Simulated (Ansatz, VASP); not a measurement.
# One calculation of TePb, two programs

```
Pb Te
1.0
     0.00000    3.28038    3.37879
     3.28038    0.00000    3.37879
     3.28038    3.28038    0.00000
Pb Te
1 1
Cartesian
  3.2804 3.2804 3.3788
  0.0000 0.0000 0.0000
```

Change from the starting cell: strain e3 = +0.03, atoms carried along.

Alike in both runs: task single point; functional PBE; k mesh 6 × 6 × 6; occupations gaussian, width 0.05 eV; non-collinear spin, spin-orbit coupling.

|  | VASP | Ansatz |
| --- | --- | --- |
| version | VASP 6.6.1 | Ansatz 0.2.0 |
| potentials or method | VASP PAW PBE potentials, release 64 (Pb_d, Te), cutoff 520 eV | plane waves, PAW |
| valence electrons in the cell | 20 | 30 |

Ansatz gave:

* pressure (GPa): -0.9
* traceless stress, the component that is largest in VASP (GPa): -1.41

Q: What did VASP give for the same quantities?

A: Pressure (GPa): -0.9; traceless stress, the component that is largest in VASP (GPa): -1.48.

VASP's potentials hold 20 valence electrons a cell and Ansatz's 30, so a difference there can come from the potentials and not from the codes.
